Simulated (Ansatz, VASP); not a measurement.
**Mg2H3F: VASP beside Ansatz**

```xyz
12
Lattice="0.0000 4.5386 -3.0270 0.0000 -4.5413 -3.0311 -4.5315 0.0014 3.0291" Properties=species:S:1:pos:R:3 pbc="T T T"
Mg   -0.0379   -0.0107   -3.0162
Mg   -0.0018    0.0174   -0.0130
Mg   -2.2278   -2.2800   -1.5027
Mg   -2.2640    2.2867   -1.5265
F    -3.1600    1.3764    0.0026
F    -3.6371   -0.8942   -1.5129
H    -3.1382   -3.1592   -0.0061
H    -3.6589   -0.8886    1.5094
H    -1.3761   -1.3861   -3.0277
H    -1.3664   -1.3805    0.0003
H    -0.8897    0.8832   -4.5412
H    -0.8994    0.8888   -1.5132
```

Alike in both runs: functional PBEsol; k mesh 6 × 6 × 6; occupations gaussian, width 0.02 eV; no spin polarisation.

Ansatz relaxed the structure, and its values are those at the end. VASP's run is a single point on that final structure, the one shown.

|  | VASP | Ansatz |
| --- | --- | --- |
| version | VASP 6.6.1 | Ansatz 0.2.0 |
| potentials or method | VASP PAW PBE potentials, release 64 (Mg, F, H), cutoff 520 eV | scalar-relativistic, plane waves, PAW |
| valence electrons in the cell | 28 | 60 |

Ansatz gave:

| Property | Result |
| --- | --- |
| gap on the k mesh at the Fermi level (eV) | 4.09 |
| least direct gap on the mesh (eV) | 4.23 |
| pressure (GPa) | 0.0 |
| rms of the force components (eV/Å) | 0.001 |

Problem. Which values does VASP return?

Solution. gap on the k mesh at the Fermi level (eV): 4.09; least direct gap on the mesh (eV): 4.23; pressure (GPa): -0.4; rms of the force components (eV/Å): 0.006.

VASP's potentials were made for PBE, not for PBEsol. With one functional, cell and mesh, what is left measures potentials, basis and numerics. VASP's potentials hold 28 valence electrons a cell and Ansatz's 60, so a difference there can come from the potentials and not from the codes.
